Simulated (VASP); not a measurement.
## Ca: single point with PBEsol

Crystal: Ca.

```xyz
1
Lattice="3.4906 -0.3735 -0.3735 -0.3735 3.4906 -0.3735 -0.3735 -0.3735 3.4906" Properties=species:S:1:pos:R:3 pbc="T T T"
Ca    0.0000    0.0000    0.0000
```

This cell differs from its parent crystal: ratio of the length along [111] to the lengths across it x 0.71, volume and fractional coordinates fixed.

| Quantity | Value |
| --- | --- |
| Program | VASP 6.6.1 |
| Task | single point |
| Functional | PBEsol |
| Potentials or basis | VASP PAW PBE potentials, release 64 (Ca_sv) |
| Cutoff | 520 eV |
| k mesh | 20 × 20 × 20 |
| Occupations | gaussian, width 0.15 eV |
| Spin | no spin polarisation |
| Dipole correction | no |
| Further INCAR settings | ALGO = Fast; EDIFF = 1e-06; NBANDS = 11 |

| Item | Value |
| --- | --- |
| Pressure | 0.1 GPa |
| Band gap on the k mesh | zero (bands 5 and 6 overlap by 1.13 eV) |

Stress tensor (GPa, compression positive):
```
 0.07 -1.68 -1.68
-1.68  0.07 -1.68
-1.68 -1.68  0.07
```

Levels at points of the mesh, in eV from the Fermi level:
| k point | band 2 | band 3 | band 4 | band 5 | band 6 | band 7 | band 8 | band 9 |
| --- | --- | --- | --- | --- | --- | --- | --- | --- |
| (0.00, 0.00, 0.00) | -22.81 | -22.81 | -22.81 | -3.98 | 1.31 | 1.31 | 3.65 | 3.98 |
| (0.50, 0.00, 0.00) | -23.02 | -22.80 | -22.80 | -1.16 | -0.37 | 1.29 | 3.37 | 3.62 |
| (0.50, 0.50, 0.00) | -23.04 | -22.94 | -22.79 | -0.46 | 1.01 | 1.15 | 3.31 | 3.47 |
| (0.50, 0.50, 0.50) | -23.01 | -23.01 | -22.88 | 0.21 | 0.21 | 2.41 | 4.53 | 4.53 |

Run time: 5.7 min on 1 thread of AMD EPYC 9755 128-Core Processor (shared host), peak memory 0.41 GiB.

Caveat: the PAW data sets were made with another functional, which shifts forces and pressure a little.
